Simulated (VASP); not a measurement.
# Sb (R-3m) in VASP: notebook

The runs below take Sb through electric field gradients, with PBE.

Everything below comes from runs of VASP 6.6.1. Logs are shortened: lines on timing, memory, paths and dates and some standing lists are left out, and cuts for length are marked.

## (1) The cell of the first run

It takes space group R-3m (No. 166, trigonal). The conventional cell has a = 4.265 Å, b = 4.265 Å, c = 11.138 Å, α = 90.00°, β = 90.00°, γ = 120.00°. Within 3.8 Å of Sb (site symmetry 3m) lie 6 Sb at 2.88 to 3.32 Å.

## (2) Electric field gradients, PBE (volume scaled by 0.975)

INCAR reads:

```
  PREC = Accurate
  ENCUT = 520
  EDIFF = 1E-8
  ISMEAR = -1
  SIGMA = 0.05
  LREAL = False
  LASPH = True
  NELM = 100
  ALGO = Normal
  ISIF = 2
  LWAVE = False
  LCHARG = False
  GGA = PE
  LEFG = True
  NBANDS = 12
```

KPOINTS reads:

```
regular mesh
0
Gamma
  9 9 9
```

POSCAR reads:

```
Sb
1.0
    2.1325272058      1.2312151563      3.7125363276
   -2.1325272058      1.2312151563      3.7125363276
    0.0000000000     -2.4624303126      3.7125363276
Sb
2
Direct
    0.2336400000      0.2336400000      0.2336400000
    0.7663600000      0.7663600000      0.7663600000
```

Potentials or basis: VASP PAW PBE potentials, release 64 (Sb).

Started as:

```
$ cat potpaw_PBE.64/Sb/POTCAR > POTCAR
$ mpirun -np 1 vasp_std > vasp.out
```

OUTCAR:

```text
PREC = Accurate
   ENCUT = 520
   EDIFF = 1E-8
   ISMEAR = -1
   LREAL = False
   LASPH = True
   NELM = 100
   ISIF = 2
   GGA = PE

 ion  position               nearest neighbor table
   1  0.234  0.234  0.234-   2 2.88   2 2.88   2 2.88   2 3.32   2 3.32   2 3.32
   2  0.766  0.766  0.766-   1 2.88   1 2.88   1 2.88   1 3.32   1 3.32   1 3.32

  LATTYP: Found a trigonal (rhomboedric) cell.
 ALAT       =     4.4549398456
 COS(alpha) =     0.5417151843

  Lattice vectors:

 A1 = (   2.1325272058,   1.2312151563,   3.7125363276)
 A2 = (  -2.1325272058,   1.2312151563,   3.7125363276)
 A3 = (   0.0000000000,  -2.4624303126,   3.7125363276)

Analysis of symmetry for initial positions (statically):
=====================================================================
 Subroutine PRICEL returns:
 Original cell was already a primitive cell.

 Routine SETGRP: Setting up the symmetry group for a
 trigonal (rhombohedral) supercell.

 Subroutine GETGRP returns: Found 12 space group operations
 (whereof 12 operations were pure point group operations)
 out of a pool of 12 trial point group operations.

The static configuration has the point symmetry D_3d.

Analysis of symmetry for dynamics (positions and initial velocities):
=====================================================================
 Subroutine PRICEL returns:
 Original cell was already a primitive cell.

 Routine SETGRP: Setting up the symmetry group for a
 trigonal (rhombohedral) supercell.

 Subroutine GETGRP returns: Found 12 space group operations
 (whereof 12 operations were pure point group operations)
 out of a pool of 12 trial point group operations.

The dynamic configuration has the point symmetry D_3d.

 Subroutine INISYM returns: Found 12 space group operations
 (whereof 12 operations are pure point group operations),
 and found     1 'primitive' translations

----------------------------------------------------------------------------------------

                                     Primitive cell

  volume of cell :      58.4858

  direct lattice vectors                    reciprocal lattice vectors
     2.132527206  1.231215156  3.712536328     0.234463597  0.135367621  0.089785878
    -2.132527206  1.231215156  3.712536328    -0.234463597  0.135367621  0.089785878
     0.000000000 -2.462430313  3.712536328     0.000000000 -0.270735242  0.089785878

  length of vectors
[... 134 lines left out ...]
 fundamental gap:      0.1510102074
 Fermi energy:         7.7266202108

 k-point     1 :       0.0000    0.0000    0.0000
  band No.  band energies     occupation
      1      -5.2817      2.00000
      2       3.0867      2.00000
      3       5.5632      2.00000
      4       5.8301      2.00000
      5       5.8301      2.00000
      6       9.7867      0.00000
      7      10.4513      0.00000
      8      10.4513      0.00000
      9      12.7458      0.00000
     10      12.7458      0.00000
     11      12.9387      0.00000
     12      14.2030      0.00000
[... 331 lines left out ...]
 k-point    24 :       0.4444    0.4444    0.0000
  band No.  band energies     occupation
      1      -2.9609      2.00000
      2      -0.2333      2.00000
      3       2.2566      2.00000
      4       3.8606      2.00000
      5       3.9278      2.00000
      6       9.1554      0.00000
      7      12.7279      0.00000
      8      13.2791      0.00000
      9      14.4522      0.00000
     10      16.3158      0.00000
     11      17.4881      0.00000
     12      18.5341      0.00000

 [... further k-points ...]

------------------------ aborting loop because EDIFF is reached ----------------------------------------

  FORCE on cell =-STRESS in cart. coord.  units (eV):
  Direction    XX          YY          ZZ          XY          YZ          ZX
  --------------------------------------------------------------------------------------
  -------------------------------------------------------------------------------------
  Total        1.9065330      1.9065330      1.5958117     -0.0000000      0.0000000      0.0000000
  in kB       52.2281237     52.2281237     43.7161334     -0.0000000      0.0000000      0.0000000
  external PRESSURE =      49.3907936 kB  Pullay stress =       0.0000000 kB

 VOLUME and BASIS-vectors are now :
 -----------------------------------------------------------------------------
  energy-cutoff  :      520.00
  volume of cell :       58.49
      direct lattice vectors                 reciprocal lattice vectors
     2.132527206  1.231215156  3.712536328     0.234463597  0.135367621  0.089785878
    -2.132527206  1.231215156  3.712536328    -0.234463597  0.135367621  0.089785878
     0.000000000 -2.462430313  3.712536328     0.000000000 -0.270735242  0.089785878

 POSITION                                       TOTAL-FORCE (eV/Angst)
 -----------------------------------------------------------------------------------
      0.00000      0.00000      2.60219         0.000000      0.000000      0.389841
      0.00000      0.00000      8.53542         0.000000      0.000000     -0.389841
 -----------------------------------------------------------------------------------
    total drift:                                0.000000     -0.000000      0.000000

  FREE ENERGIE OF THE ION-ELECTRON SYSTEM (eV)
  ---------------------------------------------------
  free  energy   TOTEN  =        -8.2114061888 eV

  energy  without entropy=       -8.2093341567  energy(sigma->0) =       -8.21037017

 Electric field gradients (V/A^2)
---------------------------------------------------------------------
 ion       V_xx      V_yy      V_zz      V_xy      V_xz      V_yz
---------------------------------------------------------------------
   1      23.027    23.027   -46.053    -0.000     0.000     0.000
   2      23.027    23.027   -46.053    -0.000     0.000     0.000
---------------------------------------------------------------------

 Electric field gradients after diagonalization (V/A^2)
 (convention: |V_zz| > |V_xx| > |V_yy|)
----------------------------------------------------------------------
 ion       V_xx      V_yy      V_zz     asymmetry (V_yy - V_xx)/ V_zz
----------------------------------------------------------------------
   1      23.027    23.027   -46.053       0.000
   2      23.027    23.027   -46.053       0.000
----------------------------------------------------------------------

           NMR quadrupolar parameters

 Cq : quadrupolar parameter    Cq=e*Q*V_zz/h
 eta: asymmetry parameters     (V_yy - V_xx)/ V_zz
 Q  : nuclear electric quadrupole moment in mb (millibarn)
----------------------------------------------------------------------
 ion       Cq(MHz)       eta       Q (mb)
----------------------------------------------------------------------
   1      -0.111       0.000       1.000
   2      -0.111       0.000       1.000
----------------------------------------------------------------------
```

OSZICAR:

```text
N       E                     dE             d eps       ncg     rms          rms(c)
DAV:   1     0.350287412624E+02    0.35029E+02   -0.35345E+03  2040   0.654E+02
DAV:   2    -0.624018172885E+01   -0.41269E+02   -0.39762E+02  2696   0.109E+02
DAV:   3    -0.819870190232E+01   -0.19585E+01   -0.19416E+01  2484   0.258E+01
DAV:   4    -0.821521188568E+01   -0.16510E-01   -0.16507E-01  2408   0.286E+00
DAV:   5    -0.821540786103E+01   -0.19598E-03   -0.19597E-03  2460   0.342E-01    0.318E+00
DAV:   6    -0.821245865799E+01    0.29492E-02   -0.29356E-03  2400   0.344E-01    0.194E+00
DAV:   7    -0.821127091329E+01    0.11877E-02   -0.69177E-03  2332   0.525E-01    0.710E-02
DAV:   8    -0.821137660958E+01   -0.10570E-03   -0.21714E-04  2520   0.904E-02    0.252E-02
DAV:   9    -0.821140496279E+01   -0.28353E-04   -0.42307E-05  2384   0.385E-02    0.642E-03
DAV:  10    -0.821140577704E+01   -0.81425E-06   -0.41399E-06  2476   0.111E-02    0.149E-03
DAV:  11    -0.821140592207E+01   -0.14503E-06   -0.44510E-07  2408   0.405E-03    0.813E-04
DAV:  12    -0.821140614332E+01   -0.22126E-06   -0.40884E-08  2504   0.109E-03    0.201E-04
DAV:  13    -0.821140619510E+01   -0.51779E-07   -0.60289E-09  1728   0.483E-04    0.105E-04
DAV:  14    -0.821140618876E+01    0.63422E-08   -0.59886E-10  1304   0.166E-04
   1 F= -.82114062E+01 E0= -.82103702E+01  d E =-.207203E-02
```

Wall time 57 s (1 thread of Intel Xeon 6975P-C, shared host); peak memory 0.22 GiB.

Results:

```
Free energy   : -8.2114 eV
Pressure      : 4.9 GPa
Largest force : 0.390 eV/Å
```

Forces on the atoms (eV/Å):
```
Sb   0.000  0.000  0.390
Sb   0.000  0.000 -0.390
```

Levels at points of the mesh, in eV from the Fermi level:
```
           k point  band 3  band 4  band 5  band 6  band 7  band 8
(0.00, 0.00, 0.00)   -2.16   -1.90   -1.90    2.06    2.72    2.72
```

Electric field gradients, principal values (V/Å²):
| atom | least | middle | greatest (by size) |
| --- | --- | --- | --- |
| 1 Sb | 23.027 | 23.027 | -46.053 |
| 2 Sb | 23.027 | 23.027 | -46.053 |

Caveat: without QUAD_EFG the Cq values of the log hold for a quadrupole moment of 1 mb, not for the nuclei; spin-orbit coupling is left out, which moves the levels of the heavy elements.

[end of part 1 of 2]
